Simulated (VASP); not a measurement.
Write the native input for VASP 6.6.1 that does the following.

```yaml
Task: single point
Functional: PBE
Potentials_or_basis: VASP PAW PBE potentials, release 64 (Si, Ge_d)
Cutoff: 520 eV
k_mesh: 6 × 6 × 2
Occupations: gaussian, width 0.01 eV
Spin: no spin polarisation
Dipole_correction: no
Further_INCAR_settings: ALGO = Normal; EDIFF = 1e-06; NBANDS = 46
```

The structure of SiGe5 lies in POSCAR:

```
SiGe5
1.0
    3.9929541968      0.0000000000      0.0000000000
   -1.9964770984      3.4579997706      0.0000000000
    0.0000000000      0.0000000000      9.7815183470
Si Ge
1 5
Direct
    0.0000000000      0.0000000000      0.0001388545
    0.6666666667      0.3333333333      0.6685092886
    0.3333333333      0.6666666667      0.3313839632
    0.6666666667      0.3333333333      0.9211499591
    0.3333333333      0.6666666667      0.5831655750
    0.0000000000      0.0000000000      0.2456523596
```

These files were run (other wordings do the same):

INCAR

```
ALGO     = Normal         # electronic algorithm
EDIFF    = 1E-6           # SCF threshold, eV
ENCUT    = 520            # plane-wave cutoff, eV
GGA      = PE             # functional
ISIF     = 2              # what is computed and relaxed
ISMEAR   = 0              # smearing method
LASPH    = T              # aspherical terms in the spheres
LCHARG   = F              # write CHGCAR
LREAL    = F              # projectors in reciprocal space
LWAVE    = F              # write WAVECAR
NBANDS   = 46             # bands
NELM     = 60             # most SCF steps
PREC     = Accurate       # precision mode
SIGMA    = 0.01           # smearing width, eV
```

KPOINTS

```
k-points
0
Gamma
  6 6 2
```

Potentials or basis: VASP PAW PBE potentials, release 64 (Si, Ge_d).

Run with:

```sh
$ cat potpaw_PBE.64/Si/POTCAR potpaw_PBE.64/Ge_d/POTCAR > POTCAR
$ mpirun -np 1 vasp_std > vasp.out
```

Results of the run:

```yaml
Pressure: 2.0 GPa
Largest_force: 0.022 eV/Å
Band_gap_on_the_k_mesh: 0.28 eV
```

Wall time 43 s on 1 thread of Intel(R) Xeon(R) 6975P-C (Granite Rapids) (shared host), peak memory 0.28 GiB.
